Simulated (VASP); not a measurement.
Input of a VASP 6.6.1 run:

Contents of INCAR:

```
SYSTEM = Pd
PREC = Accurate
ENCUT = 520
EDIFF = 1E-7
ISMEAR = -1
SIGMA = 0.1
LREAL = .False.
LASPH = .True.
NELM = 60
ALGO = Normal
ISIF = 2
LWAVE = .False.
LCHARG = .False.
NBANDS = 11
```

KPOINTS

```
Automatic mesh
0
Gamma
  12 12 12
  0 0 0
```

Contents of POSCAR:

```
Pd
1.0
    2.5394490273      0.0000000000      0.0000000000
    0.0000000000      2.5394490273      0.0000000000
    0.0000000000      0.0000000000      2.5394490273
Pd
1
Direct
    0.0000000000      0.0000000000      0.0000000000
```

Potentials or basis: VASP PAW LDA potentials, release 64 (Pd).

Command:

```sh
$ cat potpaw_LDA.64/Pd/POTCAR > POTCAR
$ mpirun -np 1 vasp_std > vasp.out
```

Question: Estimate the pressure.

Answer: 0.0 GPa.

Question: Predict the band gap on the k mesh.

Answer: Zero (band 5 reaches 9.62 eV, above the bottom of band 6 at 7.48 eV).
